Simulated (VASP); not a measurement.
Crystal: Zn.

```
Zn
1.0
     1.46719    0.84708    7.09082
    -1.46719    0.84708    7.09082
     0.00000   -1.69416    7.09082
Zn
3
Cartesian
  0.0000 0.0000 0.0000
  0.0000 0.0000 4.7272
  0.0000 0.0000 16.5453
```

```yaml
Program: VASP 6.6.1
Task: relaxation of cell and atoms
Functional: PBEsol
Potentials_or_basis: VASP PAW PBE potentials, release 64 (Zn)
Cutoff: 600 eV
k_mesh: 6 × 6 × 6
Occupations: gaussian, width 0.1 eV
Spin: no spin polarisation
```

At the start: pressure -10.5 GPa; volume 17.63 Å³/atom.

Task: How do energy, volume and symmetry change on relaxing?

Result: Over 12 steps the energy falls by 183.5 meV/atom and the volume is 14.17 Å³/atom (-19.6 %); space group R-3m (No. 166, to 0.05 Å).

Step by step:
```csv
step,energy change (eV),largest force (eV/Å),pressure (GPa),volume (Å³)
1,0.0000,0.0202,-10.46,52.88
2,-0.4212,0.0467,-4.09,44.55
3,-0.4530,0.0640,-0.18,42.36
4,-0.4531,0.0655,0.21,42.17
5,-0.4757,0.0263,0.59,41.93
6,-0.5371,0.0889,3.05,41.13
7,-0.5446,0.0925,1.53,41.86
8,-0.5446,0.0924,1.60,41.84
9,-0.5496,0.0606,0.59,42.26
10,-0.5504,0.0424,-0.04,42.52
11,-0.5504,0.0433,-0.03,42.51
12,-0.5505,0.0310,-0.01,42.50
```

Final structure:
```yaml
crystal:
  lattice:
    - [1.41290, 0.81574, 6.14606]
    - [-1.41290, 0.81574, 6.14606]
    - [0.00000, -1.63148, 6.14606]
  atoms:
    - { symbol: Zn, position: [0.00000, 0.00000, 0.00000] }
    - { symbol: Zn, position: [0.22190, 0.22190, 0.22190] }
    - { symbol: Zn, position: [0.77810, 0.77810, 0.77810] }
```

Caveat: the k points lie up to 0.43 Å⁻¹ apart in the final cell; the volume moved by over 15 % at a fixed basis, so the end points are rough; the PAW data sets were made with another functional, which shifts forces and pressure a little.
